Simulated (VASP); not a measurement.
Set up this calculation in VASP 6.6.1, as the native input.

```yaml
Task: single point
Functional: PBEsol
Potentials_or_basis: VASP PAW PBE potentials, release 64 (Cd, Te)
Cutoff: 520 eV
k_mesh: 6 × 6 × 1
Occupations: gaussian, width 0.05 eV
Spin: no spin polarisation
Dipole_correction: yes
Further_INCAR_settings: ALGO = Normal; EDIFF = 1e-07; NBANDS = 42
```

The structure of Cd4Te3 lies in POSCAR:

```
Cd4Te3
1.0
    4.5886584767      0.0000000000      0.0000000000
    0.0000000000      4.5886584767      0.0000000000
    0.0000000000      0.0000000000     24.7340145762
Cd Te
4 3
Direct
    0.5000000000      0.5000000000      0.3032261494
    0.0000000000      0.0000000000      0.4344087165
    0.5000000000      0.5000000000      0.5655912835
    0.0000000000      0.0000000000      0.6967738506
    0.5000000000      0.0000000000      0.3688174330
    0.0000000000      0.5000000000      0.5000000000
    0.5000000000      0.0000000000      0.6311825670
```

These files were run (other wordings do the same):

INCAR

```
ALGO = Normal ; DIPOL = 0.5 0.5 0.500
EDIFF = 1E-7 ; ENCUT = 520
GGA = PS ; IDIPOL = 3
ISIF = 2 ; ISMEAR = 0
LASPH = True ; LCHARG = False
LDIPOL = True ; LREAL = False
LWAVE = False ; NBANDS = 42
NELM = 60 ; PREC = Accurate
SIGMA = 0.05
```

KPOINTS

```
k-points
0
Gamma
  6 6 1
```

Potentials or basis: VASP PAW PBE potentials, release 64 (Cd, Te).

Launch:

```bash
$ cat potpaw_PBE.64/Cd/POTCAR potpaw_PBE.64/Te/POTCAR > POTCAR
$ mpirun -np 1 vasp_std > vasp.out
```

Results of the run:

```json
{
  "Largest force": "0.216 eV/Å",
  "Band gap on the k mesh": "zero (band 33 reaches -0.61 eV, above the bottom of band 34 at -1.01 eV)"
}
```

Caveat: the PAW data sets were made with another functional, which shifts forces and pressure a little; spin-orbit coupling is left out, which moves the levels of the heavy elements.

It took 5.4 min on 1 thread of Intel(R) Xeon(R) Platinum 8375C CPU @ 2.90GHz (Ice Lake) (shared host), peak memory 0.64 GiB.
